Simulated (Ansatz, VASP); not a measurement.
One calculation of Ga4SbAs, two programs

```
CELL_PARAMETERS angstrom
0.00000 3.98018 3.98018
3.98018 0.00000 3.98018
3.98018 3.98018 0.00000
ATOMIC_POSITIONS crystal
Ga 0.12373 0.62542 0.62542
Ga 0.62542 0.12373 0.62542
Ga 0.62542 0.62542 0.12373
Ga 0.62542 0.62542 0.62542
Sb 0.25000 0.25000 0.25000
As 0.00000 0.00000 0.00000
```

Change from the starting cell: species swapped into the HoCu4Pd type (F-43m, No. 216).

Alike in both runs: functional PBE; k mesh 8 × 8 × 8; occupations gaussian, width 0.1 eV; no spin polarisation.

Ansatz relaxed the structure, and its values are those at the end. VASP's run is a single point on that final structure, the one shown.

```csv
,VASP,Ansatz
version,VASP 6.6.1,Ansatz 0.2.0
potentials or method,"VASP PAW PBE potentials, release 64 (Ga_d, Sb, As), cutoff 520 eV","scalar-relativistic, plane waves, PAW"
valence electrons in the cell,62,82
```

|  | VASP | Ansatz | Ansatz less VASP |
| --- | --- | --- | --- |
| gap on the k mesh at the Fermi level (eV) | none | none | - |
| pressure (GPa) | 0.0 | 0.0 | -0.03 |

A gap of «none» marks a metal or a gap that the smearing closes. With one functional, cell and mesh, what is left measures potentials, basis and numerics. VASP's potentials hold 62 valence electrons a cell and Ansatz's 82, so a difference there can come from the potentials and not from the codes.

Neither program's run includes spin-orbit coupling.
